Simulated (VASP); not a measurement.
# LaH (R-3m) in VASP: single point with r2SCAN

Aim: the single point of LaH with r2SCAN.

Program: VASP 6.6.1. These are calculated values, not measurements. Logs are shortened: lines on timing, memory, paths and dates and some standing lists are left out, and cuts for length are marked.

### Step 1. The cell of the first run

Symmetry: R-3m, No. 166, trigonal system. The conventional cell has a = 3.622 Å, b = 3.622 Å, c = 24.363 Å, α = 90.00°, β = 90.00°, γ = 120.00°. La (site symmetry 3m) has 3 H at 2.57 Å and 3 La at 3.37 Å within 3.4 Å. Within 3.4 Å of H (site symmetry 3m) lie 3 La at 2.57 Å and 3 H at 3.25 Å.

### Step 2. Single point, r2SCAN

File POSCAR:

```
LaH
1.0
    3.6219900000      0.0000000000      0.0000000000
   -1.8109950000      3.1367390000      0.0000000000
   -1.8109950000      1.0455800000      8.1210680000
La H
2 2
Direct
    0.2210100000      0.7789900000      0.6630300000
    0.7789900000      0.2210100000      0.3369700000
    0.3843000000      0.6157000000      0.1529000000
    0.6157000000      0.3843000000      0.8471000000
```

File INCAR.step1:

```
  PREC = Accurate
  ENCUT = 520
  ISMEAR = -1
  SIGMA = 0.1
  LREAL = F
  LASPH = T
  NELM = 80
  NBANDS = 20
  GGA = PE
  ALGO = Normal
  EDIFF = 1E-4
  LWAVE = T
  LCHARG = F
```

File INCAR.step2:

```
  PREC = Accurate
  ENCUT = 520
  EDIFF = 1E-6
  ISMEAR = -1
  SIGMA = 0.1
  LREAL = F
  LASPH = T
  NELM = 80
  ALGO = Normal
  ISIF = 2
  LWAVE = F
  LCHARG = F
  METAGGA = R2SCAN
  LMIXTAU = T
  NBANDS = 20
  ISTART = 1
```

File KPOINTS:

```
regular mesh
0
Gamma
  10 10 10
```

Potentials or basis: VASP PAW PBE potentials, release 64 (La, H).

Run with:

```
> cat potpaw_PBE.64/La/POTCAR potpaw_PBE.64/H/POTCAR > POTCAR
> cp INCAR.step1 INCAR
> mpirun -np 1 vasp_std > vasp.out
> cp INCAR.step2 INCAR
> mpirun -np 1 vasp_std > vasp.out
```

OUTCAR:

```text
PREC = Accurate
   ENCUT = 520
   EDIFF = 1E-6
   ISMEAR = -1
   LREAL = F
   LASPH = T
   NELM = 80
   ISIF = 2
   METAGGA = R2SCAN
   ISTART = 1

 ion  position               nearest neighbor table
   1  0.221  0.779  0.663-   2 3.37   2 3.37   2 3.37
   2  0.779  0.221  0.337-   1 3.37   1 3.37   1 3.37
   3  0.384  0.616  0.153-
   4  0.616  0.384  0.847-

  LATTYP: Found a trigonal (rhomboedric) cell.
 ALAT       =     8.3859818402
 COS(alpha) =     0.9067266795

  Lattice vectors:

 A1 = (   0.0000000000,  -2.0911590000,   8.1210680000)
 A2 = (   1.8109950000,   1.0455800000,   8.1210680000)
 A3 = (  -1.8109950000,   1.0455800000,   8.1210680000)

Analysis of symmetry for initial positions (statically):
=====================================================================
 Subroutine PRICEL returns:
 Original cell was already a primitive cell.

 Routine SETGRP: Setting up the symmetry group for a
 trigonal (rhombohedral) supercell.

 Subroutine GETGRP returns: Found 12 space group operations
 (whereof 12 operations were pure point group operations)
 out of a pool of 12 trial point group operations.

The static configuration has the point symmetry D_3d.

Analysis of symmetry for dynamics (positions and initial velocities):
=====================================================================
 Subroutine PRICEL returns:
 Original cell was already a primitive cell.

 Routine SETGRP: Setting up the symmetry group for a
 trigonal (rhombohedral) supercell.

 Subroutine GETGRP returns: Found 12 space group operations
 (whereof 12 operations were pure point group operations)
 out of a pool of 12 trial point group operations.

The dynamic configuration has the point symmetry D_3d.

 Subroutine INISYM returns: Found 12 space group operations
 (whereof 12 operations are pure point group operations),
 and found     1 'primitive' translations

----------------------------------------------------------------------------------------

                                     Primitive cell

  volume of cell :      92.2654

  direct lattice vectors                    reciprocal lattice vectors
[... 83 lines left out ...]
   ISTART =      1    job   : 0-new  1-cont  2-samecut
   ICHARG =      0    charge: 1-file 2-atom 10-const
   ISPIN  =      1    spin polarized calculation?
   LNONCOLLINEAR =      F non collinear calculations
   LSORBIT =      F    spin-orbit coupling
   LASPH  =      T    aspherical Exc in radial PAW
   ENCUT  =  520.0 eV  38.22 Ry    6.18 a.u.   6.73  6.73 15.59*2*pi/ulx,y,z
   NELM   =     80;   NELMIN=  2; NELMDL=  0     # of ELM steps
   EDIFF  = 0.1E-05   stopping-criterion for ELM
   LREAL  =      F    real-space projection
   EDIFFG = 0.1E-04   stopping-criterion for IOM
   NSW    =      0    number of steps for IOM
   IBRION =     -1    ionic relax: 0-MD 1-quasi-New 2-CG
   NFREE  =      0    steps in history (QN), initial steepest desc. (CG)
   ISIF   =      2    stress and relaxation
   ISYM   =      2    0-nonsym 1-usesym 2-fastsym
   POTIM  = 0.5000    time-step for ionic-motion
   TEBEG  =    0.0;   TEEND  =   0.0 temperature during run
   PSTRESS=    0.0 pullay stress
   NELECT =      24.0000    total number of electrons
   NUPDOWN=      -1.0000    fix difference up-down
   EMIN   =  10.00;   EMAX   =-10.00  energy-range for DOS
   EFERMI =   0.00;   METHOD = LEGACY
   ISMEAR =    -1;   SIGMA  =   0.10  broadening in eV -4-tet -1-fermi 0-gaus
   EFERMI_NEDOS =   21; number of points for ismear=-14 and -15
   IALGO  =     38    algorithm
   IMIX   =      4    mixing-type and parameters
     AMIX     =   0.40;   BMIX     =  1.00
     AMIX_MAG =   1.60;   BMIX_MAG =  1.00
  volume/ion in A,a.u.               =      23.07       155.66
  Fermi-wavevector in a.u.,A,eV,Ry     =   1.045039  1.974837 14.858999  1.092106
  Thomas-Fermi vector in A             =   2.179817
   LORBIT       =      0    0 simple, 1 ext, 2 COOP (PROOUT), +10 PAW based schemes
   METAGGA = R2SCAN    functional components
   LHFCALC =     F    Hartree Fock is set to
   AEXX    =    0.0000 exact exchange contribution
   IVDW    =     0    specifies the selected vdW correction
   LEPSILON=     F    determine dielectric tensor
   LRPA    =     F    only Hartree local field effects (RPA)
 non-spin polarized calculation
  energy-cutoff  :      520.00
  volume of cell :       92.27
 maximum number of plane-waves:      2503
   NGX = 13   NGY = 13   NGZ = 31

 number of electron      23.9999997 magnetization

 Free energy of the ion-electron system (eV)
  ---------------------------------------------------
  ext. energy  EPLUGINS =         0.00000000
  ---------------------------------------------------
  free energy    TOTEN  =       -66.23011739 eV

  energy without entropy =      -66.08642638  energy(sigma->0) =      -66.15827189

 E-fermi :   5.8045     XC(G=0):  -9.2230

 val. band max:        5.8016639137   @ k =   0.5000   0.3000   0.0000
 cond. band min:       5.8097588479   @ k =   0.2000   0.4000   0.2000
 fundamental gap:      0.0080949342
 Fermi energy:         5.8044532371

 k-point     1 :       0.0000    0.0000    0.0000
  band No.  band energies     occupation
      1     -28.3881      2.00000
      2     -28.0562      2.00000
      3     -12.3730      2.00000
      4     -10.9066      2.00000
      5     -10.8904      2.00000
      6     -10.8904      2.00000
[... 541 lines left out ...]
     19       8.0725      0.00000
     20       8.2236      0.00000

 [... further k-points ...]

------------------------ aborting loop because EDIFF is reached ----------------------------------------

  FORCE on cell =-STRESS in cart. coord.  units (eV):
  Direction    XX          YY          ZZ          XY          YZ          ZX
  --------------------------------------------------------------------------------------
  -------------------------------------------------------------------------------------
  Total        1.8631122      1.8631165     -0.8695199      0.0000000     -0.0000000      0.0000000
  in kB       32.3527212     32.3527964    -15.0991097      0.0000000     -0.0000006      0.0000000
  external PRESSURE =      16.5354693 kB  Pullay stress =       0.0000000 kB

 VOLUME and BASIS-vectors are now :
 -----------------------------------------------------------------------------
  energy-cutoff  :      520.00
  volume of cell :       92.27
      direct lattice vectors                 reciprocal lattice vectors
     3.621990000  0.000000000  0.000000000     0.276091320  0.159401213  0.041045498
    -1.810995000  3.136739000  0.000000000     0.000000000  0.318802425 -0.041045518
    -1.810995000  1.045580000  8.121068000     0.000000000  0.000000000  0.123136514

 POSITION                                       TOTAL-FORCE (eV/Angst)
 -----------------------------------------------------------------------------------
     -1.81099      3.13674      5.38451         0.000000      0.000000      1.784393
      1.81099      1.04558      2.73656        -0.000000     -0.000000     -1.784393
      0.00000      2.09116      1.24171        -0.000000      0.000000      0.773508
     -0.00000      2.09116      6.87936         0.000000     -0.000000     -0.773508
 -----------------------------------------------------------------------------------
    total drift:                                0.000000     -0.000000     -0.000000

  FREE ENERGIE OF THE ION-ELECTRON SYSTEM (eV)
  ---------------------------------------------------
  free  energy   TOTEN  =       -66.2301173928 eV

  energy  without entropy=      -66.0864263806  energy(sigma->0) =      -66.15827189
```

OUTCAR.step1:

```text
PREC = Accurate
   ENCUT = 520
   ISMEAR = -1
   LREAL = F
   LASPH = T
[... 779 lines left out ...]
     -1.81099      3.13674      5.38451        -0.000000      0.000000      1.866369
      1.81099      1.04558      2.73656         0.000000     -0.000000     -1.866369
      0.00000      2.09116      1.24171         0.000000      0.000000      0.765975
     -0.00000      2.09116      6.87936        -0.000000     -0.000000     -0.765975
 -----------------------------------------------------------------------------------
    total drift:                                0.000000     -0.000000     -0.000000

  FREE ENERGIE OF THE ION-ELECTRON SYSTEM (eV)
  ---------------------------------------------------
  free  energy   TOTEN  =       -16.1577724233 eV

  energy  without entropy=      -16.0124768273  energy(sigma->0) =      -16.08512463
```

OSZICAR.step1:

```text
N       E                     dE             d eps       ncg     rms          rms(c)
DAV:   1     0.281713369698E+03    0.28171E+03   -0.88689E+03  4664   0.159E+03
DAV:   2     0.388475754200E+02   -0.24287E+03   -0.23714E+03  6472   0.289E+02
DAV:   3    -0.123541227378E+02   -0.51202E+02   -0.49587E+02  7408   0.153E+02
DAV:   4    -0.165723104031E+02   -0.42182E+01   -0.41308E+01  9248   0.427E+01
DAV:   5    -0.169770527244E+02   -0.40474E+00   -0.39441E+00  7752   0.119E+01    0.523E+00
DAV:   6    -0.163470892995E+02    0.62996E+00   -0.16508E+00  9228   0.787E+00    0.277E+00
DAV:   7    -0.161466391697E+02    0.20045E+00   -0.79504E-01  7664   0.442E+00    0.780E-01
DAV:   8    -0.161522632375E+02   -0.56241E-02   -0.79898E-02  9240   0.277E+00    0.368E-01
DAV:   9    -0.161561240837E+02   -0.38608E-02   -0.15091E-02  7496   0.783E-01    0.121E-01
DAV:  10    -0.161573101982E+02   -0.11861E-02   -0.30350E-03  8688   0.413E-01    0.822E-02
DAV:  11    -0.161577854134E+02   -0.47522E-03   -0.11183E-03  6744   0.223E-01    0.279E-02
DAV:  12    -0.161577724233E+02    0.12990E-04   -0.10401E-04  4888   0.129E-01
   1 F= -.16157772E+02 E0= -.16085125E+02  d E =-.145296E+00
```

It took 8.5 min on 1 thread of Intel Xeon Platinum 8559C (Emerald Rapids), shared host; peak memory 0.38 GiB.

Results:

| Property | Result |
| --- | --- |
| Free energy | -66.2301 eV |
| Pressure | 1.7 GPa |
| Largest force | 1.784 eV/Å |
| Band gap on the k mesh | zero (bands 12 and 13 overlap by 0.46 eV) |

Forces on the atoms (eV/Å):
```
La   0.000  0.000  1.784
La   0.000  0.000 -1.784
H    0.000  0.000  0.774
H    0.000  0.000 -0.774
```

Caveat: the PAW data sets were made with another functional, which shifts forces and pressure a little; spin-orbit coupling is left out, which moves the levels of the heavy elements.
